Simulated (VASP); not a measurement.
# PbSe (Clausthalite): single point with PBE

PbSe (Clausthalite):

```
Pb Se
1.0
     0.00000    3.01928    3.01928
     3.01928    0.00000    3.01928
     3.01928    3.01928    0.00000
Pb Se
1 1
Direct
  0.00000 0.00000 0.00000
  0.50000 0.50000 0.50000
```

```
Program                : VASP 6.6.1
Task                   : single point
Functional             : PBE
Potentials or basis    : VASP PAW PBE potentials, release 64 (Pb_d, Se)
Cutoff                 : 520 eV
k mesh                 : 6 × 6 × 6
Occupations            : gaussian, width 0.01 eV
Spin                   : no spin polarisation
Dipole correction      : no
Further INCAR settings : ALGO = Normal; EDIFF = 1e-06; NBANDS = 17
```

```yaml
Pressure: 4.9 GPa
Band_gap_on_the_k_mesh: 0.15 eV, direct
```

Levels at points of the mesh, in eV from the valence-band top:
```csv
k point,band 6,band 7,band 8,band 9,band 10,band 11,band 12,band 13,band 14,band 15
"(0.00, 0.00, 0.00)",-13.99,-6.28,-2.11,-2.11,-2.11,4.76,4.76,4.76,6.38,6.38
"(0.50, 0.00, 0.00)",-12.83,-9.09,-1.67,-1.67,0.00,0.15,1.57,1.57,8.56,10.08
"(0.50, 0.50, 0.00)",-12.39,-7.50,-5.38,-3.54,-3.54,3.47,5.73,5.73,6.18,11.35
```

Run time: 7.9 s on 1 thread of Intel(R) Xeon(R) Platinum 8488C (Sapphire Rapids), on a shared host, peak memory 0.17 GiB.

Caveat: spin-orbit coupling is left out, which moves the levels of the heavy elements. A k mesh can miss the band edges.
